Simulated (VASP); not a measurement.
Runs of VASP 6.6.1 on SnSe. The structure is that of space group Fm-3m (No. 225), or close to it. The cells are those of the table. 

| task | cell | k mesh | cutoff (eV) | gap on the mesh (eV) | pressure (GPa) |
| --- | --- | --- | --- | --- | --- |
| relaxation of cell and atoms | relaxed to 3 GPa from a = 4.167 Å, angles 60.0°, 2 atoms | 8 × 8 × 8 | 600 | 0.70 | 3.0 |
| single point | a = 3.925 Å, angles 60.0°, 2 atoms | 8 × 8 × 8 | 500 | 0.48 | 16.3 |
| single point | a = 4.139 Å, angles 60.0°, 2 atoms | 8 × 8 × 8 | 520 | 0.74 | 1.4 |
| single point | a = 4.194 Å, angles 60.0°, 2 atoms | 8 × 8 × 8 | 520 | 0.75 | (a) |
| single point | a = 4.167 Å, angles 60.0°, 2 atoms | 8 × 8 × 8 | 500 | 0.77 | (b) |
| single point | a = 4.145 Å, angles 60.0°, 2 atoms | 8 × 8 × 8 | 520 | 0.74 | 1.1 |
| relaxation of cell and atoms | relaxed to 16 GPa from a = 3.925 Å, angles 60.0°, 2 atoms | 12 × 12 × 12 | 500 | 0.11 | 16.0 |
| single point | a = 3.924 Å, angles 60.0°, 2 atoms | 12 × 12 × 12 | 500 | 0.11 | 16.3 |
| relaxation of cell and atoms | relaxed to 1 GPa from a = 4.167 Å, angles 60.0°, 2 atoms | 8 × 8 × 8 | 600 | 0.75 | 1.0 |

Alike in all rows: level LDA; potentials or basis VASP PAW LDA potentials, release 64 (Sn_d, Se); no spin polarisation; smearing gaussian 0.01 eV.

Problem. Estimate the missing entries.

Solution. (a) -1.0; (b) 0.1.

Caveats: spin-orbit coupling is left out, which moves the levels of the heavy elements; the cell is relaxed towards a set pressure, so the run minimises the enthalpy, not the energy (at least some runs); the cell stands under pressure (at least some runs).

A k mesh can miss the band edges, and the runs leave out spin-orbit coupling on Se, Sn.
